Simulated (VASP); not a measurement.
**Te: single point with PBEsol**

The system is Te.

```
Te
1.0
     2.32975    1.34508    1.79080
    -2.32975    1.34508    1.79080
     0.00000   -2.69016    1.79080
Te
1
Direct
  0.50000 0.50000 0.50000
```

This cell differs from its parent crystal: volume 33.671 Å^3 an atom, c/a of the conventional cell 1.1530.

```json
{
  "Program": "VASP 6.6.1",
  "Task": "single point",
  "Functional": "PBEsol",
  "Potentials or basis": "VASP PAW PBE potentials, release 64 (Te)",
  "Cutoff": "520 eV",
  "k mesh": "15 × 15 × 15",
  "Occupations": "gaussian, width 0.15 eV",
  "Spin": "no spin polarisation",
  "Dipole correction": "no",
  "Further INCAR settings": "ALGO = Normal; EDIFF = 1e-06; NBANDS = 9"
}
```

* Pressure: -3.8 GPa
* Band gap on the k mesh: zero (band 3 reaches 8.23 eV, above the bottom of band 4 at 3.42 eV)

Stress tensor (GPa, compression positive):
```
-4.01  0.00  0.00
 0.00 -4.01  0.00
 0.00  0.00 -3.43
```

Levels at points of the mesh, in eV from the Fermi level:
```
           k point  band 1  band 2  band 3  band 4  band 5  band 6
(0.00, 0.00, 0.00)  -13.36    1.03    1.28    1.28    6.14    6.14
```

It took 19 s on 1 thread of Intel(R) Xeon(R) 6975P-C (Granite Rapids), with other jobs on the host, peak memory 0.21 GiB.

Caveat: the PAW data sets were made with another functional, which shifts forces and pressure a little; spin-orbit coupling is left out, which moves the levels of the heavy elements.
